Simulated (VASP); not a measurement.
# Mg (Im-3m) in VASP: notebook

Runs on Mg. Level: PBEsol. Tasks: relaxation of cell and atoms.

All numbers are computed with VASP 6.6.1; they aren't measurements. Logs are shortened: lines on timing, memory, paths and dates and some standing lists are left out, and cuts for length are marked.

**1. The cell of the first run**

It takes space group Im-3m (No. 229, cubic). Conventional cell: a = 3.001 Å, b = 3.001 Å, c = 3.001 Å, α = 90.00°, β = 90.00°, γ = 90.00°. Within 3.4 Å of Mg (site symmetry m-3m) lie 14 Mg at 2.60 to 3.00 Å.

This isn't the form of Mg at room conditions, which is hcp.

**2. Relaxation of cell and atoms, PBEsol, target pressure 50 GPa, at which the enthalpy is minimised**

Input file INCAR:

```
  PREC = Accurate
  ENCUT = 600
  EDIFF = 1E-6
  ISMEAR = 0
  SIGMA = 0.1
  LREAL = F
  LASPH = T
  NELM = 100
  ALGO = Normal
  ISIF = 3
  LWAVE = F
  LCHARG = F
  GGA = PS
  IBRION = 2
  NSW = 100
  EDIFFG = -0.002
  PSTRESS = 500.0
```

Input file KPOINTS:

```
Automatic mesh
0
Gamma
  20 20 20
```

Input file POSCAR:

```
Mg
1.0
   -1.5004639443      1.5004639443      1.5004639443
    1.5004639443     -1.5004639443      1.5004639443
    1.5004639443      1.5004639443     -1.5004639443
Mg
1
Direct
    0.0000000000      0.0000000000      0.0000000000
```

Potentials or basis: VASP PAW PBE potentials, release 64 (Mg).

On the command line:

```sh
> cat potpaw_PBE.64/Mg/POTCAR > POTCAR
> mpirun -np 1 vasp_std > vasp.out
```

OUTCAR:

```text
PREC = Accurate
   ENCUT = 600
   EDIFF = 1E-6
   ISMEAR = 0
   LREAL = F
   LASPH = T
   NELM = 100
   ISIF = 3
   GGA = PS
   IBRION = 2
   NSW = 100
   EDIFFG = -0.002
   PSTRESS = 500.0

 ion  position               nearest neighbor table
   1  0.000  0.000  0.000-

  LATTYP: Found a body centered cubic cell.
 ALAT       =     3.0009278886

  Lattice vectors:

 A1 = (  -1.5004639443,   1.5004639443,   1.5004639443)
 A2 = (   1.5004639443,  -1.5004639443,   1.5004639443)
 A3 = (   1.5004639443,   1.5004639443,  -1.5004639443)

Analysis of symmetry for initial positions (statically):
=====================================================================
 Subroutine PRICEL returns:
 Original cell was already a primitive cell.

 Routine SETGRP: Setting up the symmetry group for a
 body centered cubic supercell.

 Subroutine GETGRP returns: Found 48 space group operations
 (whereof 48 operations were pure point group operations)
 out of a pool of 48 trial point group operations.

The static configuration has the point symmetry O_h .

Analysis of symmetry for dynamics (positions and initial velocities):
=====================================================================
 Subroutine PRICEL returns:
 Original cell was already a primitive cell.

 Routine SETGRP: Setting up the symmetry group for a
 body centered cubic supercell.

 Subroutine GETGRP returns: Found 48 space group operations
 (whereof 48 operations were pure point group operations)
 out of a pool of 48 trial point group operations.

The dynamic configuration has the point symmetry O_h .

 Subroutine INISYM returns: Found 48 space group operations
 (whereof 48 operations are pure point group operations),
 and found     1 'primitive' translations

----------------------------------------------------------------------------------------

                                     Primitive cell

  volume of cell :      13.5125

  direct lattice vectors                    reciprocal lattice vectors
    -1.500463944  1.500463944  1.500463944     0.000000000  0.333230266  0.333230266
     1.500463944 -1.500463944  1.500463944     0.333230266  0.000000000  0.333230266
     1.500463944  1.500463944 -1.500463944     0.333230266  0.333230266  0.000000000

  length of vectors
     2.598879786  2.598879786  2.598879786     0.471258762  0.471258762  0.471258762

  position of ions in fractional coordinates (direct lattice)
     0.000000000  0.000000000  0.000000000

  ion indices of the primitive-cell ions
   primitive index   ion index
                 1           1

----------------------------------------------------------------------------------------

 KPOINTS: Automatic mesh

Automatic generation of k-mesh.
 Grid dimensions read from file:
 generate k-points for:   20   20   20

 Generating k-lattice:

  Cartesian coordinates                     Fractional coordinates (reciprocal lattice)
     0.000000000  0.016661513  0.016661513     0.050000000  0.000000000  0.000000000
     0.016661513  0.000000000  0.016661513     0.000000000  0.050000000  0.000000000
     0.016661513  0.016661513  0.000000000     0.000000000  0.000000000  0.050000000

  Length of vectors
     0.023562938  0.023562938  0.023562938

  Shift w.r.t. Gamma in fractional coordinates (k-lattice)
     0.000000000  0.000000000  0.000000000

 Subroutine IBZKPT returns following result:
 ===========================================

 Found    256 irreducible k-points:

 Following reciprocal coordinates:
            Coordinates               Weight
  0.000000  0.000000  0.000000      1.000000
  0.050000  0.000000  0.000000     12.000000
  0.100000  0.000000  0.000000     12.000000
  0.150000  0.000000  0.000000     12.000000
  0.200000  0.000000  0.000000     12.000000
  0.250000  0.000000  0.000000     12.000000
[... 16 lines left out ...]
  0.200000  0.100000  0.000000     48.000000
  0.250000  0.100000  0.000000     48.000000
 [... further k-points ...]
   k-points           NKPTS =    256   k-points in BZ     NKDIM =    256   number of bands    NBANDS=      5
   number of dos      NEDOS =    301   number of ions     NIONS =      1
   total plane-waves  NPLWV =  13824
   dimension x,y,z NGX =    24 NGY =   24 NGZ =   24
   dimension x,y,z NGXF=    48 NGYF=   48 NGZF=   48
   ions per type =               1
   NGX,Y,Z   is equivalent  to a cutoff of  15.35, 15.35, 15.35 a.u.
   NGXF,Y,Z  is equivalent  to a cutoff of  30.70, 30.70, 30.70 a.u.
 SYSTEM =  unknown system
   PREC   = accura    normal or accurate (medium, high low for compatibility)
   ISTART =      0    job   : 0-new  1-cont  2-samecut
   ICHARG =      2    charge: 1-file 2-atom 10-const
   ISPIN  =      1    spin polarized calculation?
   LNONCOLLINEAR =      F non collinear calculations
   LSORBIT =      F    spin-orbit coupling
   LASPH  =      T    aspherical Exc in radial PAW
   ENCUT  =  600.0 eV  44.10 Ry    6.64 a.u.   5.19  5.19  5.19*2*pi/ulx,y,z
   NELM   =    100;   NELMIN=  2; NELMDL= -5     # of ELM steps
   EDIFF  = 0.1E-05   stopping-criterion for ELM
   LREAL  =      F    real-space projection
   EDIFFG = -.2E-02   stopping-criterion for IOM
   NSW    =    100    number of steps for IOM
   IBRION =      2    ionic relax: 0-MD 1-quasi-New 2-CG
   NFREE  =      1    steps in history (QN), initial steepest desc. (CG)
   ISIF   =      3    stress and relaxation
   ISYM   =      2    0-nonsym 1-usesym 2-fastsym
   POTIM  = 0.5000    time-step for ionic-motion
   TEBEG  =    0.0;   TEEND  =   0.0 temperature during run
   PSTRESS=  500.0 pullay stress
   NELECT =       2.0000    total number of electrons
   NUPDOWN=      -1.0000    fix difference up-down
   EMIN   =  10.00;   EMAX   =-10.00  energy-range for DOS
   EFERMI =   0.00;   METHOD = LEGACY
   ISMEAR =     0;   SIGMA  =   0.10  broadening in eV -4-tet -1-fermi 0-gaus
   EFERMI_NEDOS =   21; number of points for ismear=-14 and -15
   IALGO  =     38    algorithm
   IMIX   =      4    mixing-type and parameters
     AMIX     =   0.40;   BMIX     =  1.00
     AMIX_MAG =   1.60;   BMIX_MAG =  1.00
  volume/ion in A,a.u.               =      13.51        91.19
  Fermi-wavevector in a.u.,A,eV,Ry     =   0.865976  1.636458 10.203209  0.749915
  Thomas-Fermi vector in A             =   1.984298
   LORBIT       =      0    0 simple, 1 ext, 2 COOP (PROOUT), +10 PAW based schemes
   GGA     = PS    functional components
   LHFCALC =     F    Hartree Fock is set to
   AEXX    =    0.0000 exact exchange contribution
   IVDW    =     0    specifies the selected vdW correction
   LEPSILON=     F    determine dielectric tensor
   LRPA    =     F    only Hartree local field effects (RPA)
 conjugate gradient relaxation of ions
 non-spin polarized calculation
 Gauss-broadening in eV      SIGMA  =   0.10
  energy-cutoff  :      600.00
  volume of cell :       13.51
 maximum number of plane-waves:       466
 NGX is ok and might be reduce to    24
   NGX = 11   NGY = 11   NGZ = 11

--------------------------------------- Ionic step        1  -------------------------------------------

 number of electron       2.0000000 magnetization

 Free energy of the ion-electron system (eV)
  ---------------------------------------------------
  ext. energy  EPLUGINS =         0.00000000
  ---------------------------------------------------
  free energy    TOTEN  =        -0.76108159 eV

  energy without entropy =       -0.76025179  energy(sigma->0) =       -0.76066669

------------------------ aborting loop because EDIFF is reached ----------------------------------------

  FORCE on cell =-STRESS in cart. coord.  units (eV):
  Direction    XX          YY          ZZ          XY          YZ          ZX
  --------------------------------------------------------------------------------------
  -------------------------------------------------------------------------------------
  Total        4.3095852      4.3095852      4.3095852     -0.0000000     -0.0000000     -0.0000000
  in kB      510.9864288    510.9864288    510.9864288     -0.0000000     -0.0000000     -0.0000000
  external PRESSURE =      10.9864288 kB  Pullay stress =     500.0000000 kB

 VOLUME and BASIS-vectors are now :
 -----------------------------------------------------------------------------
  energy-cutoff  :      600.00
  volume of cell :       13.51
      direct lattice vectors                 reciprocal lattice vectors
    -1.500463944  1.500463944  1.500463944     0.000000000  0.333230266  0.333230266
     1.500463944 -1.500463944  1.500463944     0.333230266  0.000000000  0.333230266
     1.500463944  1.500463944 -1.500463944     0.333230266  0.333230266  0.000000000
[... 44 lines left out ...]
  FREE ENERGIE OF THE ION-ELECTRON SYSTEM (eV)
  ---------------------------------------------------
  free  energy   TOTEN  =        -0.8176233263 eV

  energy  without entropy=       -0.8167959481  energy(sigma->0) =       -0.81720964

  enthalpy is  TOTEN    =         3.4561068625 eV   P V=        4.2737301888

--------------------------------------- Ionic step        3  -------------------------------------------

 number of electron       2.0000000 magnetization

 Free energy of the ion-electron system (eV)
  ---------------------------------------------------
  ext. energy  EPLUGINS =         0.00000000
  ---------------------------------------------------
  free energy    TOTEN  =        -0.78463755 eV

  energy without entropy =       -0.78380906  energy(sigma->0) =       -0.78422331

 E-fermi :   6.0926     XC(G=0): -10.3656

 val. band max:        6.0761367954   @ k =   0.3000   0.2500   0.1500
 cond. band min:       6.1486553742   @ k =  -0.3500  -0.3500   0.0500
 fundamental gap:      0.0725185788
 Fermi energy:         6.0926429151

 k-point     1 :       0.0000    0.0000    0.0000
  band No.  band energies     occupation
      1      -3.4862      2.00000
      2      23.0006      0.00000
      3      23.0006      0.00000
      4      23.0006      0.00000
      5      25.6916      0.00000

 k-point     2 :       0.0500    0.0000    0.0000
  band No.  band energies     occupation
      1      -3.4021      2.00000
      2      22.1993      0.00000
      3      22.5242      0.00000
      4      22.8853      0.00000
      5      24.8161      0.00000

 k-point     3 :       0.1000    0.0000    0.0000
  band No.  band energies     occupation
      1      -3.1508      2.00000
      2      20.1778      0.00000
      3      21.5401      0.00000
      4      22.5852      0.00000
      5      24.1302      0.00000
[... 153 lines left out ...]
 k-point    23 :       0.2000    0.1000    0.0000
  band No.  band energies     occupation
      1      -1.1803      2.00000
      2      13.5800      0.00000
      3      16.5990      0.00000
      4      20.7979      0.00000
      5      22.7436      0.00000

 k-point    24 :       0.2500    0.1000    0.0000
  band No.  band energies     occupation
      1      -0.3008      2.00000
      2      11.6071      0.00000
      3      15.9159      0.00000
      4      20.3464      0.00000
      5      22.3214      0.00000

 [... further k-points ...]

------------------------ aborting loop because EDIFF is reached ----------------------------------------

  FORCE on cell =-STRESS in cart. coord.  units (eV):
  Direction    XX          YY          ZZ          XY          YZ          ZX
  --------------------------------------------------------------------------------------
  -------------------------------------------------------------------------------------
  Total        4.2404982      4.2404982      4.2404982      0.0000000      0.0000000      0.0000000
  in kB      500.0317788    500.0317788    500.0317788      0.0000000      0.0000000      0.0000000
  external PRESSURE =       0.0317788 kB  Pullay stress =     500.0000000 kB

 VOLUME and BASIS-vectors are now :
 -----------------------------------------------------------------------------
  energy-cutoff  :      600.00
  volume of cell :       13.59
      direct lattice vectors                 reciprocal lattice vectors
    -1.503222574  1.503222574  1.503222574     0.000000000  0.332618741  0.332618741
     1.503222574 -1.503222574  1.503222574     0.332618741  0.000000000  0.332618741
     1.503222574  1.503222574 -1.503222574     0.332618741  0.332618741  0.000000000

 POSITION                                       TOTAL-FORCE (eV/Angst)
 -----------------------------------------------------------------------------------
      0.00000      0.00000     -0.00000        -0.000000      0.000000     -0.000000
 -----------------------------------------------------------------------------------
    total drift:                                0.000000      0.000000      0.000000

  FREE ENERGIE OF THE ION-ELECTRON SYSTEM (eV)
  ---------------------------------------------------
  free  energy   TOTEN  =        -0.7846375510 eV

  energy  without entropy=       -0.7838090646  energy(sigma->0) =       -0.78422331

  enthalpy is  TOTEN    =         3.4555911400 eV   P V=        4.2402286910

 reached required accuracy - stopping structural energy minimisation
```

Run time: 23 s. Hardware: 1 thread of Intel Xeon 8259CL, shared host; peak memory 0.16 GiB.

What came out:

| Quantity | Value |
| --- | --- |
| Free energy | -0.7846 eV |
| Relaxed volume | 13.59 Å³/atom |
| Relaxed cell | a = 2.604 Å, b = 2.604 Å, c = 2.604 Å, α = 109.47°, β = 109.47°, γ = 109.47° |
| Space group after relaxing (to 0.1 Å) | Im-3m (No. 229) |
| Energy change on relaxing (the run minimises the enthalpy) | -23.6 meV/atom |
| Ionic steps | 3 |
| Pressure after relaxing | 50.0 GPa |
| Band gap on the k mesh | zero (bands 1 and 2 overlap by 4.86 eV) |

Step by step:
```
step  energy change (eV)  largest force (eV/Å)  pressure (GPa)  volume (Å³)
   1              0.0000                0.0000           51.10        13.51
   2             -0.0565                0.0000           48.48        13.69
   3             -0.0236                0.0000           50.00        13.59
```

Final structure:
```cif
data_structure
_symmetry_space_group_name_H-M 'P 1'
_symmetry_Int_Tables_number 1
_cell_length_a 2.6037
_cell_length_b 2.6037
_cell_length_c 2.6037
_cell_angle_alpha 109.471
_cell_angle_beta 109.471
_cell_angle_gamma 109.471
_cell_volume 13.59
loop_
_atom_site_label
_atom_site_type_symbol
_atom_site_fract_x
_atom_site_fract_y
_atom_site_fract_z
_atom_site_occupancy
Mg1 Mg 0.00000 0.00000 0.00000 1
```

Caveat: the cell is relaxed towards a set pressure, so the run minimises the enthalpy, not the energy; the PAW data sets were made with another functional, which shifts forces and pressure a little.

**3. Relaxation of cell and atoms, PBEsol, target pressure 50 GPa, at which the enthalpy is minimised**

Input file INCAR:

```
SYSTEM = Mg
ALGO = Normal
EDIFF = 1E-6
EDIFFG = -0.004
ENCUT = 600
GGA = PS
IBRION = 2
ISIF = 3
ISMEAR = 0
LASPH = .True.
LCHARG = .False.
LREAL = .False.
LWAVE = .False.
NELM = 100
NSW = 70
PREC = Accurate
PSTRESS = 500.0
SIGMA = 0.1
```

Input file KPOINTS:

```
k-points
0
Gamma
  20 20 20
  0 0 0
```

Input file POSCAR:

```
Mg
1.0
   -1.5006674017      1.5006674017      1.5006674017
    1.5006674017     -1.5006674017      1.5006674017
    1.5006674017      1.5006674017     -1.5006674017
Mg
1
Direct
    0.0000000000      0.0000000000      0.0000000000
```

Potentials or basis: VASP PAW PBE potentials, release 64 (Mg).

On the command line:

```sh
> cat potpaw_PBE.64/Mg/POTCAR > POTCAR
> mpirun -np 1 vasp_std > vasp.out
```

Run time: 18 s. Hardware: 1 thread of Intel Xeon 8259CL, shared host; peak memory 0.16 GiB.

The run converged. Its results:

```yaml
Free_energy: -0.7846 eV
Relaxed_volume: 13.59 Å³/atom
Relaxed_cell: a = 2.604 Å, b = 2.604 Å, c = 2.604 Å, α = 109.47°, β = 109.47°, γ = 109.47°
Space_group_after_relaxing_to_0.1_Å: Im-3m (No. 229)
Energy_change_on_relaxing_the_run_minimises_the_enthalpy: -21.8 meV/atom
Ionic_steps: 3
Pressure_after_relaxing: 50.0 GPa
Band_gap_on_the_k_mesh: zero (bands 1 and 2 overlap by 4.86 eV)
```

Step by step:
| step | energy change (eV) | largest force (eV/Å) | pressure (GPa) | volume (Å³) |
| --- | --- | --- | --- | --- |
| 1 | 0.0000 | 0.0000 | 51.02 | 13.52 |
| 2 | -0.0524 | 0.0000 | 48.59 | 13.69 |
| 3 | -0.0218 | 0.0000 | 50.00 | 13.59 |

Final structure:
```
CELL_PARAMETERS angstrom
-1.50322 1.50322 1.50322
1.50322 -1.50322 1.50322
1.50322 1.50322 -1.50322
ATOMIC_POSITIONS crystal
Mg 0.00000 0.00000 0.00000
```

Levels at points of the mesh, in eV from the Fermi level:
| k point | band 1 | band 2 | band 3 | band 4 |
| --- | --- | --- | --- | --- |
| (0.00, 0.00, 0.00) | -9.58 | 16.91 | 16.91 | 16.91 |
| (0.50, 0.00, 0.00) | -2.30 | -0.96 | 10.58 | 14.13 |
| (0.50, 0.50, 0.50) | 3.90 | 3.90 | 5.84 | 5.84 |

Caveat: the cell is relaxed towards a set pressure, so the run minimises the enthalpy, not the energy; the PAW data sets were made with another functional, which shifts forces and pressure a little.

The gap in the log of VASP goes by the Fermi energy; the results here count the filled bands.